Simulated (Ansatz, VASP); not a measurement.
## AlFe3B in VASP and in Ansatz

```
Al Fe B
1.0
     3.79966    0.00000    0.00000
     0.00000    3.79966    0.00000
     0.00000    0.00000    3.79966
Al Fe B
1 3 1
Direct
  0.50000 0.50000 0.50000
  0.50000 0.00000 0.00000
  0.00000 0.50000 0.00000
  0.00000 0.00000 0.50000
  0.00000 0.00000 0.00000
```

Alike in both runs: task single point; functional PBE; k mesh 10 × 10 × 10; occupations gaussian, width 0.1 eV; collinear spin.

|  | VASP | Ansatz |
| --- | --- | --- |
| version | VASP 6.6.1 | Ansatz 0.2.0 |
| potentials or method | VASP PAW PBE potentials, release 64 (Al, Fe, B), cutoff 520 eV | scalar-relativistic, plane waves, PAW |
| valence electrons in the cell | 30 | 54 |

|  | VASP | Ansatz | Ansatz less VASP |
| --- | --- | --- | --- |
| gap on the k mesh at the Fermi level (eV) | none | none | - |
| pressure (GPa) | 2.6 | 2.2 | -0.43 |
| net moment per atom (μB) | 0.82 | 0.82 | 0.000 |
| size of the moment on the site where the two differ most (μB) | 1.46 | 1.36 | -0.099 |

Site moments also hang on the region over which each program counts them. A gap of «none» marks a metal or a gap that the smearing closes. With one functional, cell and mesh, what is left measures potentials, basis and numerics. VASP's potentials hold 30 valence electrons a cell and Ansatz's 54, so a difference there can come from the potentials and not from the codes.
